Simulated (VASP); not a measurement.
A run of VASP 6.6.1 is set up as follows.

File INCAR:

```
  PREC = Accurate
  ENCUT = 520
  EDIFF = 1E-6
  ISMEAR = 0
  SIGMA = 0.1
  LREAL = False
  LASPH = True
  NELM = 80
  ALGO = Normal
  ISIF = 2
  LWAVE = False
  LCHARG = False
  GGA = PE
  NBANDS = 50
```

KPOINTS

```
regular mesh
0
Gamma
  4 4 4
```

File POSCAR:

```
BiSe4
1.0
    0.0000000000      5.2250227289      5.2250227289
    5.2250227289      0.0000000000      5.2250227289
    5.2250227289      5.2250227289      0.0000000000
Bi Se
2 8
Direct
    0.0000000000      0.0000000000      0.0000000000
    0.2500000000      0.2500000000      0.2500000000
    0.8478107006      0.8478107006      0.8478107006
    0.8478107006      0.8478107006      0.4565678983
    0.8478107006      0.4565678983      0.8478107006
    0.4565678983      0.8478107006      0.8478107006
    0.4021892994      0.4021892994      0.7934321017
    0.4021892994      0.4021892994      0.4021892994
    0.4021892994      0.7934321017      0.4021892994
    0.7934321017      0.4021892994      0.4021892994
```

Potentials or basis: VASP PAW PBE potentials, release 64 (Bi_d, Se).

The run is started by

```sh
$ cat potpaw_PBE.64/Bi_d/POTCAR potpaw_PBE.64/Se/POTCAR > POTCAR
$ mpirun -np 1 vasp_std > vasp.out
```

Question: Estimate the pressure.

Answer: 0.0 GPa.

Question: What does it give for the band gap on the k mesh?

Answer: Zero (bands 39 and 40 overlap by 0.34 eV).

Forces on the atoms (eV/Å):
```
Bi   0.000  0.000  0.000
Bi   0.000  0.000  0.000
Se  -0.038 -0.038 -0.038
Se   0.038  0.038 -0.038
Se   0.038 -0.038  0.038
Se  -0.038  0.038  0.038
Se  -0.038 -0.038  0.038
Se   0.038  0.038  0.038
Se  -0.038  0.038 -0.038
Se   0.038 -0.038 -0.038
```

Caveat: spin-orbit coupling is left out, which moves the levels of the heavy elements.
